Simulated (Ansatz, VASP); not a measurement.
# Two plane-wave programs on NaI

The input POSCAR:

```
NaI
1.0
    3.2333524064      3.2333524064      0.0000000000
   -3.2333524064      3.2333524064      0.0000000000
    0.0000000000      3.2333524064      3.2333524064
Na I
1 1
Direct
    0.0000000000      0.0000000000      0.0000000000
    0.5000000000      0.5000000000      0.0000000000
```

Contents of INCAR.step1:

```
SYSTEM = NaI
PREC = Accurate
ENCUT = 520
ISMEAR = 0
SIGMA = 0.01
LREAL = .FALSE.
LASPH = .TRUE.
NELM = 80
NBANDS = 14
GGA = PE
ALGO = Normal
EDIFF = 1E-4
LWAVE = .TRUE.
LCHARG = .FALSE.
```

The input INCAR.step2:

```
SYSTEM = NaI
PREC = Accurate
ENCUT = 520
EDIFF = 1E-7
ISMEAR = 0
SIGMA = 0.01
LREAL = .FALSE.
LASPH = .TRUE.
NELM = 80
ALGO = Normal
ISIF = 2
LWAVE = .FALSE.
LCHARG = .FALSE.
METAGGA = R2SCAN
LMIXTAU = .TRUE.
NBANDS = 14
ISTART = 1
```

File KPOINTS:

```
regular mesh
0
G
  6 6 6
  0 0 0
```

Input for Ansatz:

```yaml
crystal:
  lattice:
    - [3.23335240645, 3.23335240645, 0.0]
    - [-3.23335240645, 3.23335240645, 0.0]
    - [0.0, 3.23335240645, 3.23335240645]
  atoms:
    - { symbol: Na, position: [0.0, 0.0, 0.0] }
    - { symbol: I, position: [0.5, 0.5, 0.0] }
kpoints:
  mp_grid: { grid: [6, 6, 6] }
scf:
  occupations: { method: fixed }
hamiltonian:
  xc: r2scan
  pseudopotentials: { kind: paw }
output:
  eigenstates:
    kpoints:
      - [0.0, 0.0, 0.0]
      - [0.00257302, -0.00257302, 0.0]
      - [0.00514604, -0.00514604, 0.0]
      - [0.01029208, -0.01029208, 0.0]
      - [0.00257302, 0.00257302, 0.00257302]
      - [0.00514604, 0.00514604, 0.00514604]
      - [0.01029208, 0.01029208, 0.01029208]
      - [0.0, 0.0, 0.00257302]
      - [0.0, 0.0, 0.00514604]
      - [0.0, 0.0, 0.01029208]
      - [0.0036388, 0.0, 0.0018194]
      - [0.0072776, 0.0, 0.0036388]
      - [0.0145552, 0.0, 0.0072776]
      - [0.002971068, 0.0, 0.002971068]
      - [0.005942135, 0.0, 0.005942135]
      - [0.011884271, 0.0, 0.011884271]
      - [0.002100862, 0.0, -0.001050431]
      - [0.004201724, 0.0, -0.002100862]
      - [0.008403448, 0.0, -0.004201724]
      - [0.0, 0.0, -0.5]
      - [0.00257302, -0.00257302, -0.5]
      - [0.00514604, -0.00514604, -0.5]
      - [0.01029208, -0.01029208, -0.5]
      - [0.00257302, 0.00257302, -0.49742698]
      - [0.00514604, 0.00514604, -0.49485396]
      - [0.01029208, 0.01029208, -0.48970792]
      - [0.0, 0.0, -0.49742698]
      - [0.0, 0.0, -0.49485396]
      - [0.0, 0.0, -0.48970792]
      - [0.0036388, 0.0, -0.4981806]
      - [0.0072776, 0.0, -0.4963612]
      - [0.0145552, 0.0, -0.4927224]
      - [0.0018194, -0.0018194, -0.4981806]
      - [0.0036388, -0.0036388, -0.4963612]
      - [0.0072776, -0.0072776, -0.4927224]
      - [0.002971068, 0.0, -0.497028932]
      - [0.005942135, 0.0, -0.494057865]
      - [0.011884271, 0.0, -0.488115729]
      - [0.002100862, 0.0, -0.501050431]
      - [0.004201724, 0.0, -0.502100862]
      - [0.008403448, 0.0, -0.504201724]
      - [0.0, 0.0, 0.0]
      - [0.00257302, -0.00257302, 0.0]
      - [0.00514604, -0.00514604, 0.0]
      - [0.01029208, -0.01029208, 0.0]
      - [0.00257302, 0.00257302, 0.00257302]
      - [0.00514604, 0.00514604, 0.00514604]
      - [0.01029208, 0.01029208, 0.01029208]
      - [0.0, 0.0, 0.00257302]
      - [0.0, 0.0, 0.00514604]
      - [0.0, 0.0, 0.01029208]
      - [0.0036388, 0.0, 0.0018194]
      - [0.0072776, 0.0, 0.0036388]
      - [0.0145552, 0.0, 0.0072776]
      - [0.002971068, 0.0, 0.002971068]
      - [0.005942135, 0.0, 0.005942135]
      - [0.011884271, 0.0, 0.011884271]
      - [0.002100862, 0.0, -0.001050431]
      - [0.004201724, 0.0, -0.002100862]
      - [0.008403448, 0.0, -0.004201724]
    de_dk: true
    e_range: [-3, 7.438037881112]
checkpoint:
  read: ck
```

Alike in both runs: task single point; functional r2SCAN; k mesh 6 × 6 × 6; no spin polarisation.

```csv
,VASP,Ansatz
version,VASP 6.6.1,Ansatz 0.2.0
potentials or method,"VASP PAW PBE potentials, release 64 (Na_pv, I)","PAW with Ansatz's default frozen-core files, scalar-relativistic"
plane-wave cutoff (eV),520,500
occupations,"gaussian, width 0.01 eV",fixed
valence electrons in the cell,14,26
```

```csv
,VASP,Ansatz,Ansatz less VASP
gap on the k mesh at the Fermi level (eV),4.45,4.44,-0.009
```

VASP's potentials were made for PBE, not for r2SCAN. VASP's potentials hold 14 valence electrons a cell and Ansatz's 26, so a difference there can come from the potentials and not from the codes.

Neither program's run includes spin-orbit coupling.
